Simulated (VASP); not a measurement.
A run of VASP 6.6.1 is set up as follows.

INCAR

```
SYSTEM = CuH2
PREC = Accurate
ENCUT = 820
EDIFF = 1E-6
ISMEAR = 0
SIGMA = 0.1
LREAL = .False.
LASPH = .True.
NELM = 120
ALGO = Normal
ISIF = 2
LWAVE = .False.
LCHARG = .True.
GGA = PE
LELF = .True.
LVHAR = .True.
NBANDS = 30
GGA_COMPAT = .False.
```

Contents of KPOINTS:

```
Automatic mesh
0
Gamma
  6 6 4
  0 0 0
```

POSCAR

```
CuH2
1.0
    3.2653474692      0.0000000000      0.0000000000
    0.0000000000      3.2653474692      0.0000000000
    0.0000000000      0.0000000000      4.8364076924
Cu H
2 4
Direct
    0.0000000000      0.0000000000      0.7500000000
    0.0000000000      0.0000000000      0.2500000000
    0.2413668882      0.2413668882      0.0000000000
    0.7586331118      0.7586331118      0.0000000000
    0.2413668882      0.7586331118      0.5000000000
    0.7586331118      0.2413668882      0.5000000000
```

Potentials or basis: VASP PAW PBE potentials, release 64 (Cu_sv_GW, H).

Run with:

```sh
$ cat potpaw_PBE.64/Cu_sv_GW/POTCAR potpaw_PBE.64/H/POTCAR > POTCAR
$ mpirun -np 1 vasp_std > vasp.out
```

(1) What does it give for the largest force?

(2) Predict the pressure.

(3) Predict the band gap on the k mesh.

Answers

(1) 0.024 eV/Å.

(2) -0.3 GPa.

(3) zero (bands 21 and 22 overlap by 3.08 eV).
